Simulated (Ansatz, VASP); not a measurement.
# Al2Au in VASP and in Ansatz

```xyz
3
Lattice="0.0000 3.1866 3.1866 3.1866 0.0000 3.1866 3.1866 3.1866 0.0000" Properties=species:S:1:pos:R:3 pbc="T T T"
Al    1.5933    1.5933    1.5933
Al    4.7799    4.7799    4.7799
Au    0.0000    0.0000    0.0000
```

Alike in both runs: task relaxation of cell and atoms; functional PBEsol; k mesh 6 × 6 × 6; occupations gaussian, width 0.1 eV; no spin polarisation.

```csv
,VASP,Ansatz
version,VASP 6.6.1,Ansatz 0.2.0
potentials or method,"VASP PAW PBE potentials, release 64 (Al, Au), cutoff 500 eV","scalar-relativistic, plane waves, PAW"
valence electrons in the cell,17,25
```

Ansatz gave:

```
gap on the k mesh at the Fermi level, each at its own relaxed structure (eV) : none
relaxed volume (Å³/atom)                                                     : 18.05
relaxed cell length with the largest relative difference (Å)                 : 4.246
```

Question: Which values does VASP return?

Answer: gap on the k mesh at the Fermi level, each at its own relaxed structure (eV): none; relaxed volume (Å³/atom): 18.03; relaxed cell length with the largest relative difference (Å): 4.245.

VASP's potentials were made for PBE, not for PBEsol. A gap of «none» marks a metal or a gap that the smearing closes. VASP's potentials hold 17 valence electrons a cell and Ansatz's 25, so a difference there can come from the potentials and not from the codes.

Spin-orbit coupling is off throughout. Noted on VASP's run: the volume moved by over 15 % at a fixed basis, so the end points are rough.
